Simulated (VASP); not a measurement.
# Li15O8 (a cell with a defect) in VASP: further runs, part 2 of 2

VASP 6.6.1. Earlier steps stand in the parts before.

## (4) Single point, LDA

The input, INCAR:

```
SYSTEM = Li15O8
PREC = Accurate
ENCUT = 520
EDIFF = 1E-6
ISMEAR = -1
SIGMA = 0.05
LREAL = Auto
LASPH = .TRUE.
NELM = 100
ALGO = Fast
ISIF = 2
LWAVE = .FALSE.
LCHARG = .TRUE.
GGA = CA
LELF = .TRUE.
LVHAR = .TRUE.
NELECT = 94.0
NBANDS = 64
```

The input, KPOINTS:

```
Automatic mesh
0
G
  2 2 2
  0 0 0
```

The input, POSCAR:

```
Li15O8
1.0
    0.0000000000      4.7022000000      4.7022000000
    4.7022000000      0.0000000000      4.7022000000
    4.7022000000      4.7022000000      0.0000000000
Li O
15 8
Direct
    0.1160626941      0.1325656076      0.1600208413
    0.1328633406      0.1292480116      0.6481115223
    0.4159223342      0.3587150695      0.9646229425
    0.3525583769      0.4577431840      0.3704436221
    0.4331589469      0.9044702480      0.3917102633
    0.1514822849      0.5914252903      0.6907617711
    0.4167198333      0.8964101910      0.8555144400
    0.6292586449      0.1314278423      0.2317425886
    0.8562694058      0.4038003488      0.4405916380
    0.6578410106      0.1305559100      0.6412317639
    0.9041618817      0.3484007486      0.8995895538
    0.6634128706      0.6632852707      0.1246012505
    0.8980902556      0.8265918081      0.3883714006
    0.6481221556      0.6117136659      0.7019480243
    0.8683701246      0.9099676747      0.8539726086
    0.0002445664      0.0086236230      0.0077091574
    0.0085917230      0.0461698779      0.5052315937
   -0.0072412913      0.4815724554      0.0005848326
    0.0246161371      0.4929288418      0.5357598571
    0.5257220025     -0.0065607588      0.0191506104
    0.5353557909     -0.0304006635      0.5333567266
    0.5300922972      0.4651439752      0.0538684020
    0.5361532899      0.5349836247      0.5615669261
```

Potentials or basis: VASP PAW LDA potentials, release 64 (Li_sv, O).

Command:

```
$ cat potpaw_LDA.64/Li_sv/POTCAR potpaw_LDA.64/O/POTCAR > POTCAR
$ mpirun -np 1 vasp_std > vasp.out
```

OUTCAR:

```text
SYSTEM = Li15O8
   PREC = Accurate
   ENCUT = 520
   EDIFF = 1E-6
   ISMEAR = -1
   LREAL = Auto
   LASPH = .TRUE.
   NELM = 100
   ISIF = 2
   GGA = CA
   NELECT = 94.0

 ion  position               nearest neighbor table
   1  0.116  0.133  0.160-  17 1.89  18 1.92  16 2.13  20 2.22  11 2.23  13 2.49   3 2.53   7 2.56
                             9 2.60
   2  0.133  0.129  0.648-  17 1.91  16 1.95  19 1.98  21 2.19  11 2.22  15 2.29   9 2.30   5 2.30
                             7 2.33   4 2.60
   3  0.416  0.359  0.965-  22 1.68  20 2.04  23 2.20   8 2.27  14 2.29   1 2.53   6 2.54
   4  0.353  0.458  0.370-  22 1.82  19 1.84   6 2.23   8 2.29  12 2.45   2 2.60
   5  0.433  0.904  0.392-  21 1.70   8 2.02  23 2.02  20 2.06   2 2.30  12 2.40  14 2.50
   6  0.151  0.591  0.691-  18 1.73  19 2.07  23 2.14   4 2.23  11 2.32  15 2.34   3 2.54
   7  0.417  0.896  0.856-  21 1.76  20 2.02  14 2.11  10 2.24  16 2.27   2 2.33  12 2.43   1 2.56
[... 5 lines left out ...]
  10  0.658  0.131  0.641-  17 1.91  15 1.99  20 2.05  21 2.13  23 2.24   7 2.24   9 2.24
  11  0.904  0.348  0.900-  18 1.76  16 1.85  19 1.98  22 2.04  14 2.16   2 2.22   1 2.23   6 2.32
                             8 2.39  12 2.56
  12  0.663  0.663  0.125-  20 1.80  18 1.87  15 2.15  22 2.22   5 2.40   9 2.43   7 2.43   4 2.45
                            11 2.56
  13  0.898  0.827  0.388-  19 1.84  21 1.99  16 2.09   8 2.13  14 2.25   1 2.49
  14  0.648  0.612  0.702-  23 1.80  22 1.92  21 1.97  19 2.06   7 2.11  11 2.16   9 2.22  13 2.25
                             3 2.29   5 2.50
  15  0.868  0.910  0.854-  20 1.88  17 1.91  10 1.99  16 2.09  12 2.15   2 2.29   6 2.34
  16  0.000  0.009  0.008-  11 1.85   2 1.95  13 2.09  15 2.09   8 2.12   1 2.13   7 2.27
  17  0.009  0.046  0.505-   1 1.89  15 1.91   2 1.91  10 1.91   9 1.97
  18  0.993  0.482  0.001-   6 1.73  11 1.76  12 1.87   1 1.92
  19  0.025  0.493  0.536-   4 1.84  13 1.84   9 1.94   2 1.98  11 1.98  14 2.06   6 2.07
  20  0.526  0.993  0.019-  12 1.80  15 1.88   7 2.02   3 2.04  10 2.05   5 2.06   1 2.22
  21  0.535  0.970  0.533-   8 1.68   5 1.70   7 1.76  14 1.97  13 1.99  10 2.13   2 2.19
  22  0.530  0.465  0.054-   3 1.68   4 1.82   8 1.86  14 1.92  11 2.04  12 2.22
  23  0.536  0.535  0.562-   9 1.75  14 1.80   5 2.02   6 2.14   3 2.20  10 2.24

  LATTYP: Found a face centered cubic cell.
 ALAT       =     9.4044000000

  Lattice vectors:

 A1 = (   0.0000000000,   4.7022000000,   4.7022000000)
 A2 = (   4.7022000000,   0.0000000000,   4.7022000000)
 A3 = (   4.7022000000,   4.7022000000,   0.0000000000)

Analysis of symmetry for initial positions (statically):
=====================================================================
 Subroutine PRICEL returns:
 Original cell was already a primitive cell.

 Routine SETGRP: Setting up the symmetry group for a
 face centered cubic supercell.

 Subroutine GETGRP returns: Found  1 space group operations
 (whereof  1 operations were pure point group operations)
 out of a pool of 48 trial point group operations.

The static configuration has the point symmetry C_1 .

Analysis of symmetry for dynamics (positions and initial velocities):
=====================================================================
 Subroutine PRICEL returns:
 Original cell was already a primitive cell.

 Routine SETGRP: Setting up the symmetry group for a
 face centered cubic supercell.

 Subroutine GETGRP returns: Found  1 space group operations
 (whereof  1 operations were pure point group operations)
 out of a pool of 48 trial point group operations.
[... 108 lines left out ...]
   k-points           NKPTS =      8   k-points in BZ     NKDIM =      8   number of bands    NBANDS=     64
   number of dos      NEDOS =    301   number of ions     NIONS =     23
   total plane-waves  NPLWV = 125000
   dimension x,y,z NGX =    50 NGY =   50 NGZ =   50
   dimension x,y,z NGXF=   100 NGYF=  100 NGZF=  100
   ions per type =              15   8
   NGX,Y,Z   is equivalent  to a cutoff of  12.50, 12.50, 12.50 a.u.
   NGXF,Y,Z  is equivalent  to a cutoff of  25.00, 25.00, 25.00 a.u.
 SYSTEM =  Li15O8
   PREC   = accura    normal or accurate (medium, high low for compatibility)
   ISTART =      0    job   : 0-new  1-cont  2-samecut
   ICHARG =      2    charge: 1-file 2-atom 10-const
   ISPIN  =      1    spin polarized calculation?
   LNONCOLLINEAR =      F non collinear calculations
   LSORBIT =      F    spin-orbit coupling
   LASPH  =      T    aspherical Exc in radial PAW
   ENCUT  =  520.0 eV  38.22 Ry    6.18 a.u.  12.36 12.36 12.36*2*pi/ulx,y,z
   NELM   =    100;   NELMIN=  2; NELMDL= -5     # of ELM steps
   EDIFF  = 0.1E-05   stopping-criterion for ELM
   LREAL  =      T    real-space projection
   EDIFFG = 0.1E-04   stopping-criterion for IOM
   NSW    =      0    number of steps for IOM
   IBRION =     -1    ionic relax: 0-MD 1-quasi-New 2-CG
   NFREE  =      0    steps in history (QN), initial steepest desc. (CG)
   ISIF   =      2    stress and relaxation
   ISYM   =      2    0-nonsym 1-usesym 2-fastsym
   POTIM  = 0.5000    time-step for ionic-motion
   TEBEG  =    0.0;   TEEND  =   0.0 temperature during run
   PSTRESS=    0.0 pullay stress
   NELECT =      94.0000    total number of electrons
   NUPDOWN=      -1.0000    fix difference up-down
   EMIN   =  10.00;   EMAX   =-10.00  energy-range for DOS
   EFERMI =   0.00;   METHOD = LEGACY
   ISMEAR =    -1;   SIGMA  =   0.05  broadening in eV -4-tet -1-fermi 0-gaus
   EFERMI_NEDOS =   21; number of points for ismear=-14 and -15
   IALGO  =     68    algorithm
   IMIX   =      4    mixing-type and parameters
     AMIX     =   0.40;   BMIX     =  1.00
     AMIX_MAG =   1.60;   BMIX_MAG =  1.00
  volume/ion in A,a.u.               =       9.04        61.01
  Fermi-wavevector in a.u.,A,eV,Ry     =   1.256434  2.374316 21.478517  1.578626
  Thomas-Fermi vector in A             =   2.390142
   LORBIT       =      0    0 simple, 1 ext, 2 COOP (PROOUT), +10 PAW based schemes
   GGA     = CA    functional components
   LHFCALC =     F    Hartree Fock is set to
   AEXX    =    0.0000 exact exchange contribution
   IVDW    =     0    specifies the selected vdW correction
   LEPSILON=     F    determine dielectric tensor
   LRPA    =     F    only Hartree local field effects (RPA)
 non-spin polarized calculation
 RMM-DIIS sequential band-by-band and
  energy-cutoff  :      520.00
  volume of cell :      207.94
 maximum number of plane-waves:      5601
 NGX is ok and might be reduce to    50
   NGX = 25   NGY = 25   NGZ = 25

 number of electron      94.0000003 magnetization

 Free energy of the ion-electron system (eV)
  ---------------------------------------------------
  ext. energy  EPLUGINS =         0.00000000
  ---------------------------------------------------
  free energy    TOTEN  =      -115.15037032 eV

  energy without entropy =     -115.15037032  energy(sigma->0) =     -115.15037032

 E-fermi :   2.2571     XC(G=0):  -9.8618

 val. band max:        1.1111505427   @ k =   0.0000   0.0000   0.0000
 cond. band min:       5.0477678899   @ k =   0.0000   0.0000   0.0000
 fundamental gap:      3.9366173472
 Fermi energy:         2.2570988682

 k-point     1 :       0.0000    0.0000    0.0000
  band No.  band energies     occupation
      1     -42.2505      2.00000
      2     -41.8732      2.00000
      3     -41.7867      2.00000
      4     -41.7098      2.00000
      5     -41.5926      2.00000
      6     -41.5305      2.00000
[... 485 lines left out ...]
     58      10.1097      0.00000
     59      10.4676      0.00000
 [bands above 59 left out]

------------------------ aborting loop because EDIFF is reached ----------------------------------------

  FORCE on cell =-STRESS in cart. coord.  units (eV):
  Direction    XX          YY          ZZ          XY          YZ          ZX
  --------------------------------------------------------------------------------------
  -------------------------------------------------------------------------------------
  Total       -0.3963462      2.4288476      1.6123943      0.4743785      0.4917848      2.4230095
  in kB       -3.0538800     18.7144715     12.4236309      3.6551254      3.7892422     18.6694879
  external PRESSURE =       9.3614075 kB  Pullay stress =       0.0000000 kB

 VOLUME and BASIS-vectors are now :
 -----------------------------------------------------------------------------
  energy-cutoff  :      520.00
  volume of cell :      207.94
      direct lattice vectors                 reciprocal lattice vectors
     0.000000000  4.702200000  4.702200000    -0.106333206  0.106333206  0.106333206
     4.702200000  0.000000000  4.702200000     0.106333206 -0.106333206  0.106333206
     4.702200000  4.702200000  0.000000000     0.106333206  0.106333206 -0.106333206

 POSITION                                       TOTAL-FORCE (eV/Angst)
 -----------------------------------------------------------------------------------
      1.37580      1.29820      1.16910        -0.064773     -0.106725      0.118966
      3.65530      3.67230      1.23250         0.159301      0.052324      0.040941
      6.22260      6.49160      3.64250        -0.642692     -1.499020     -0.740001
      3.89430      3.39970      3.81020        -0.130800     -0.497422     -0.029133
      6.09490      3.87870      6.28980        -1.159577     -0.730808     -1.950523
      6.02910      3.96040      3.49330        -0.214494     -0.054049      0.603488
[... 15 lines left out ...]
      2.44050      2.74590      4.67980         0.783525      0.700595      1.355083
      5.15620      5.16170      5.03670        -0.742244     -1.348996     -1.472929
 -----------------------------------------------------------------------------------
    total drift:                               -0.000416     -0.028042     -0.001999

  FREE ENERGIE OF THE ION-ELECTRON SYSTEM (eV)
  ---------------------------------------------------
  free  energy   TOTEN  =      -115.1503703194 eV

  energy  without entropy=     -115.1503703193  energy(sigma->0) =     -115.15037032
```

Run time: 4.1 min. Hardware: 1 thread of Intel Xeon Platinum 8488C (Sapphire Rapids), shared host; peak memory 0.28 GiB.

What came out:

```yaml
Free_energy: -115.1504 eV
Largest_force: 2.567 eV/Å
```

Forces in eV/Å, atoms in the order of the input:
```
Li  -0.065 -0.107  0.119
Li   0.159  0.052  0.041
Li  -0.643 -1.499 -0.740
Li  -0.131 -0.497 -0.029
Li  -1.160 -0.731 -1.951
Li  -0.214 -0.054  0.603
Li   1.313  0.376 -1.447
Li  -1.229 -0.825  2.098
Li  -1.041  0.228  1.080
Li   0.260 -0.859  0.159
Li   0.198 -0.230 -0.370
Li  -0.706  0.535 -0.934
Li  -0.648  0.103  0.640
Li  -0.249 -0.166 -0.089
Li   0.502  1.807  0.452
O    0.343  0.358  0.252
O   -0.009  0.356 -0.687
O    1.096  0.762  0.420
O    0.521  0.492 -0.341
O    0.230 -0.578  0.142
O    1.431  1.125  0.699
O    0.784  0.701  1.355
O   -0.742 -1.349 -1.473
```

Caveat: the k points lie up to 0.58 Å⁻¹ apart; the cell carries a net charge on a neutralising background, which shifts energy and pressure; the cell is charged against a uniform background, so pressure and absolute levels hang on convention; the cutoff is under 1.25 times the usual one of these potentials, so pressure, stress and relaxed cells hold a basis-set (Pulay) error.

## (5) Single point, LDA

The input, INCAR:

```
PREC = Accurate ; ENCUT = 520
EDIFF = 1E-6 ; ISMEAR = -1
SIGMA = 0.05 ; LREAL = Auto
LASPH = T ; NELM = 100
ALGO = Fast ; ISIF = 2
LWAVE = F ; LCHARG = T
GGA = CA ; LELF = T
LVHAR = T ; NBANDS = 64
NELECT = 94.0
```

The input, KPOINTS:

```
regular mesh
0
Gamma
  2 2 2
```

The input, POSCAR:

```
Li15O8
1.0
    0.0000000000      4.7022000000      4.7022000000
    4.7022000000      0.0000000000      4.7022000000
    4.7022000000      4.7022000000      0.0000000000
Li O
15 8
Direct
    0.1194440900      0.2309238229      0.2354110842
    0.0769320743      0.1820318149      0.6323104079
    0.3458912849      0.3994406873      0.8495916805
    0.4324996810      0.3100463613      0.4312874825
    0.4282569861      0.8253051763      0.3639891965
    0.1238356514      0.6232401854      0.5645017226
    0.3218387138      0.8716239207      0.9128174046
    0.6186997576      0.1973225299      0.1136382970
    0.8575666709      0.5313363957      0.3469546170
    0.6826166475      0.1225171196      0.6478882225
    0.9537450555      0.3207434818      0.9302454170
    0.6852005444      0.6094913019      0.0738058781
    0.8364063630      0.9034388159      0.3595870018
    0.6079069372      0.6483560886      0.6618604058
    0.9561481860      0.8374377951      0.8795032113
   -0.0350686913      0.0217770405      0.0222236400
    0.0174811790      0.0462762111      0.5180553783
    0.0011590319      0.5353770575      0.0157266811
   -0.0600463613      0.5020522309      0.5819084684
    0.5454468121     -0.0095699885     -0.0305388967
    0.4943856067      0.0054867934      0.4753306963
    0.4771915274      0.5320381949     -0.0103036876
    0.5577389307      0.5024881970      0.4917698099
```

Command:

```
$ cat potpaw_LDA.64/Li_sv/POTCAR potpaw_LDA.64/O/POTCAR > POTCAR
$ mpirun -np 1 vasp_std > vasp.out
```

Run time: 6.9 min. Hardware: 1 thread of Intel Xeon Platinum 8488C (Sapphire Rapids), shared host; peak memory 0.29 GiB.

Results (log left out):

```yaml
Free_energy: -113.5170 eV
Largest_force: 2.800 eV/Å
```

Forces in eV/Å, atoms in the order of the input:
```
Li  -1.188 -0.164  0.599
Li   0.051  0.694 -0.405
Li   0.387  1.008  0.848
Li   0.256 -0.767  0.697
Li   0.901 -0.931  0.998
Li   1.197  0.070  0.928
Li   0.517  0.480 -0.029
Li  -1.356 -0.741 -0.633
Li  -0.344  0.003  0.164
Li   0.197  0.436  0.557
Li   0.068 -0.693  0.387
Li   1.004 -1.393 -0.281
Li  -0.369  0.230  0.363
Li   0.060  0.338 -0.447
Li   1.288 -0.813  0.871
O   -0.133  0.291  0.473
O   -1.644  0.251 -2.137
O   -2.253  0.833 -1.439
O   -0.118  0.426  1.491
O    0.926 -0.248 -0.867
O    0.329  0.564  0.337
O    0.372  1.331 -0.342
O   -0.149 -1.207 -2.133
```

Levels at points of the mesh, in eV from the Fermi level:
| k point | band 44 | band 45 | band 46 | band 47 | band 48 | band 49 | band 50 | band 51 |
| --- | --- | --- | --- | --- | --- | --- | --- | --- |
| (0.00, 0.00, 0.00) | -1.79 | -1.65 | -1.36 | -1.25 | 1.95 | 2.36 | 3.01 | 3.56 |
| (0.50, 0.00, 0.00) | -1.99 | -1.88 | -1.73 | -1.42 | 2.81 | 3.44 | 3.65 | 4.20 |
| (0.00, 0.50, 0.00) | -2.01 | -1.82 | -1.50 | -1.35 | 2.66 | 3.30 | 3.46 | 4.30 |
| (0.00, 0.00, 0.50) | -1.96 | -1.79 | -1.56 | -1.33 | 2.56 | 3.29 | 3.67 | 4.25 |
| (0.50, 0.50, 0.50) | -2.02 | -1.91 | -1.69 | -1.38 | 2.65 | 3.39 | 3.81 | 4.11 |
| (0.50, 0.50, 0.00) | -2.01 | -1.97 | -1.69 | -1.59 | 2.70 | 3.17 | 4.03 | 4.41 |
| (0.00, 0.50, 0.50) | -2.06 | -2.01 | -1.74 | -1.49 | 2.68 | 3.36 | 3.91 | 4.46 |
| (0.50, 0.00, 0.50) | -2.27 | -1.89 | -1.55 | -1.48 | 2.75 | 3.34 | 3.74 | 4.71 |

Caveat: the k points lie up to 0.58 Å⁻¹ apart; the cell carries a net charge on a neutralising background, which shifts energy and pressure; the cell is charged against a uniform background, so pressure and absolute levels hang on convention; the cutoff is under 1.25 times the usual one of these potentials, so pressure, stress and relaxed cells hold a basis-set (Pulay) error; the atoms stand as in a frame of molecular dynamics.
